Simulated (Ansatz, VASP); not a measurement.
Two plane-wave programs on V3NiMo

The input INCAR:

```
SYSTEM = V3NiMo
PREC = Accurate
ENCUT = 600
EDIFF = 1E-6
ISMEAR = 0
SIGMA = 0.1
LREAL = .False.
LASPH = .True.
NELM = 80
ALGO = Fast
ISIF = 3
LWAVE = .False.
LCHARG = .False.
GGA = PE
IBRION = 2
NSW = 90
EDIFFG = -0.04
```

Contents of KPOINTS:

```
regular mesh
0
Gamma
  4 4 4
  0 0 0
```

File POSCAR:

```
V3NiMo
1.0
    3.9119051021      0.0000000000      0.0000000000
    0.0000000000      3.9119051021      0.0000000000
    0.0000000000      0.0000000000      3.9119051021
V Ni Mo
3 1 1
Direct
    0.0000000000      0.5000000000      0.5000000000
    0.5000000000      0.0000000000      0.5000000000
    0.5000000000      0.5000000000      0.0000000000
    0.0000000000      0.0000000000      0.0000000000
    0.5000000000      0.5000000000      0.5000000000
```

Input for Ansatz:

```yaml
crystal:
  lattice:
    - [3.9119051021, 0.0, 0.0]
    - [0.0, 3.9119051021, 0.0]
    - [0.0, 0.0, 3.9119051021]
  atoms:
    - { symbol: V, position: [0.0, 0.5, 0.5] }
    - { symbol: V, position: [0.5, 0.0, 0.5] }
    - { symbol: V, position: [0.5, 0.5, 0.0] }
    - { symbol: Ni, position: [0.0, 0.0, 0.0] }
    - { symbol: Mo, position: [0.5, 0.5, 0.5] }
basis:
  ecutwfc: 420
kpoints:
  mp_grid: { grid: [4, 4, 4] }
hamiltonian:
  xc: pbe
scf:
  occupations: { method: gaussian, width: 0.1 }
  lower_state_search: "off"
output:
  forces: true
  stress: true
  eigenvalues: true
relax:
  adjacent_minimum: "off"
  f_tol: 0.04
  max_steps: 70
  cell: { stress_tol: 0.4 }
```

Alike in both runs: task relaxation of cell and atoms; functional PBE; k mesh 4 × 4 × 4; occupations gaussian, width 0.1 eV; no spin polarisation.

```csv
,VASP,Ansatz
version,VASP 6.6.1,Ansatz 0.2.0
potentials or method,"VASP PAW PBE potentials, release 64 (V_sv, Ni, Mo_sv), cutoff 600 eV","scalar-relativistic, plane waves, PAW"
valence electrons in the cell,63,71
```

```tsv
	VASP	Ansatz	Ansatz less VASP
gap on the k mesh at the Fermi level, each at its own relaxed structure (eV)	none	none	-
relaxed volume (Å³/atom)	17.65	17.49	-0.160
relaxed cell length with the largest relative difference (Å)	4.453	4.439	-0.0135
```

A gap of «none» marks a metal or a gap that the smearing closes. VASP's potentials hold 63 valence electrons a cell and Ansatz's 71, so a difference there can come from the potentials and not from the codes.

The k mesh is coarse, so the values compare programs but aren't converged. Noted on VASP's run: the volume moved by over 15 % at a fixed basis, so the end points are rough.
